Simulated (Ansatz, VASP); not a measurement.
# One calculation of HPbNO4, two programs

```
H Pb N O
1.0
     3.85707    0.00178   -0.03658
     0.17353    4.33436   -0.01647
     0.75803    0.83873    5.87662
H Pb N O
1 1 1 4
Direct
  0.61511 0.89559 0.19844
  0.64597 0.44651 0.91685
  0.71474 0.23810 0.50058
  0.16958 0.47007 0.77768
  0.62919 0.97045 0.49845
  0.56424 0.92583 0.03849
  0.78022 0.42250 0.31951
```

Alike in both runs: functional PBE; k mesh 4 × 4 × 3; occupations fermi-dirac, width 0.05 eV; no spin polarisation.

|  | VASP | Ansatz |
| --- | --- | --- |
| version | VASP 6.6.1 | Ansatz 0.2.0 |
| potentials or method | VASP PAW PBE potentials, release 64 (H, Pb_d, N, O), cutoff 520 eV | all-electron LAPW, scalar-relativistic |
| task | single point | band structure |

```tsv
	VASP	Ansatz	Ansatz less VASP
gap on the k mesh at the Fermi level (eV)	0.56	0.55	-0.004
least direct gap on the mesh (eV)	0.93	0.93	+0.001
pressure (GPa)	0.6	0.0	-0.66
traceless stress, the component that is largest in VASP (GPa)	0.62	0.04	-0.579
rms of the force components (eV/Å)	0.194	0.028	-0.1655
```

Atom by atom the forces differ by 0.213 eV/Å (rms over components). One of these differences is far larger than is usual between the two programs; its cause wasn't traced. Ansatz ran all-electron here, and VASP with PAW potentials.

Spin-orbit coupling is off throughout. Noted on VASP's run: the standard files for N, O and F lose accuracy on very short bonds.
